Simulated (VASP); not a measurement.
**CdF2: single point with LDA**

Crystal: CdF2.

```
Cd F
1.0
     0.00000    2.69400    2.69400
     2.49195    0.00000    2.69400
     2.49195    2.69400    0.00000
Cd F
1 2
Direct
  0.00000 0.00000 0.00000
  0.25000 0.25000 0.25000
  0.75000 0.75000 0.75000
```

This cell differs from its parent crystal: strain -0.0750 x Voigt [1, 0, 0, 0, 0, 0].

- Program: VASP 6.6.1
- Task: single point
- Functional: LDA
- Potentials or basis: VASP PAW LDA potentials, release 64 (Cd, F)
- Cutoff: 520 eV
- k mesh: 8 × 8 × 8
- Occupations: gaussian, width 0.05 eV
- Spin: no spin polarisation

```json
{
  "Pressure": "5.0 GPa",
  "Band gap on the k mesh": "2.89 eV, indirect (least direct gap 3.31 eV)"
}
```

Stress tensor (GPa, compression positive):
```
11.34  0.00  0.00
 0.00  1.80  0.00
 0.00  0.00  1.80
```

Levels at points of the mesh, in eV from the valence-band top:
```
           k point  band 10  band 11  band 12  band 13  band 14  band 15  band 16  band 17
(0.00, 0.00, 0.00)    -0.81    -0.70    -0.42    -0.42     2.89    12.46    12.61    12.61
(0.50, 0.00, 0.00)    -2.42    -2.21    -0.47    -0.44     7.37     8.81    14.37    15.04
(0.50, 0.50, 0.00)    -3.39    -0.93    -0.29    -0.01     8.28     9.63    11.48    14.17
(0.00, 0.50, 0.50)    -3.17    -0.41    -0.27    -0.27     7.98     9.53    11.65    14.21
```

Run time: 20 s on 1 thread of Intel(R) Xeon(R) Platinum 8488C (Sapphire Rapids), on a shared host, peak memory 0.16 GiB.

Caveat: the cell differs from its parent crystal (strain -0.0750 x Voigt [1, 0, 0, 0, 0, 0]). A k mesh can miss the band edges.
